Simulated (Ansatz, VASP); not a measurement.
# Two plane-wave programs on Ge

The input INCAR:

```
PREC = Accurate ; ENCUT = 600
EDIFF = 1E-6 ; ISMEAR = -1
SIGMA = 0.05 ; LREAL = False
LASPH = True ; NELM = 100
ALGO = Normal ; ISIF = 3
LWAVE = False ; LCHARG = False
GGA = B5 ; ALDAX = 1.0
AGGAX = 1.0 ; AGGAC = 1.0
ALDAC = 0.0 ; IBRION = 2
NSW = 60 ; EDIFFG = -0.01
```

KPOINTS

```
regular mesh
0
Gamma
  11 11 10
```

File POSCAR:

```
Ge
1.0
    1.3971490000     -2.6005160000      0.0000000000
    1.3971490000      2.6005160000      0.0000000000
    0.0000000000      0.0000000000      2.6982310000
Ge
1
Direct
    0.5000000000      0.5000000000      0.0000000000
```

The input input.yaml:

```yaml
crystal:
  lattice:
    - [1.397149, -2.600516, 0.0]
    - [1.397149, 2.600516, 0.0]
    - [0.0, 0.0, 2.698231]
  atoms:
    - { symbol: Ge, position: [0.5, 0.5, 0.0] }
hamiltonian:
  xc: blyp
  pseudopotentials: { kind: paw }
kpoints:
  mp_grid: { grid: [11, 11, 10] }
scf:
  occupations: { method: fermi_dirac, width: 0.05 }
output:
  forces: true
  stress: true
  eigenvalues: true
  write_density: true
  write_potential: true
  elf: true
  volumetric_format: npy
relax:
  f_tol: 0.01
  max_steps: 40
  cell: { stress_tol: 0.05 }
```

Alike in both runs: task relaxation of cell and atoms; functional BLYP; k mesh 11 × 11 × 10; occupations fermi-dirac, width 0.05 eV; no spin polarisation.

|  | VASP | Ansatz |
| --- | --- | --- |
| version | VASP 6.6.1 | Ansatz 0.2.0 |
| potentials or method | VASP PAW PBE potentials, release 64 (Ge_d) | Ansatz PAW |
| plane-wave cutoff (eV) | 600 | 420 |
| valence electrons in the cell | 14 | 14 |

Ansatz gave:

* gap on the k mesh at the Fermi level, each at its own relaxed structure (eV): none
* relaxed volume (Å³/atom): 21.45
* relaxed length of the cell vector where the two differ most in proportion (Å): 2.807

Q: What did VASP give for the same quantities?

A: gap on the k mesh at the Fermi level, each at its own relaxed structure (eV): none; relaxed volume (Å³/atom): 21.52; relaxed length of the cell vector where the two differ most in proportion (Å): 2.811.

VASP's potentials were made for PBE, not for BLYP. A gap of «none» marks a metal or a gap that the smearing closes.

Noted on Ansatz's run: the plane-wave basis is chosen anew once the cell has moved, so the energies of steps on either side of that aren't comparable.
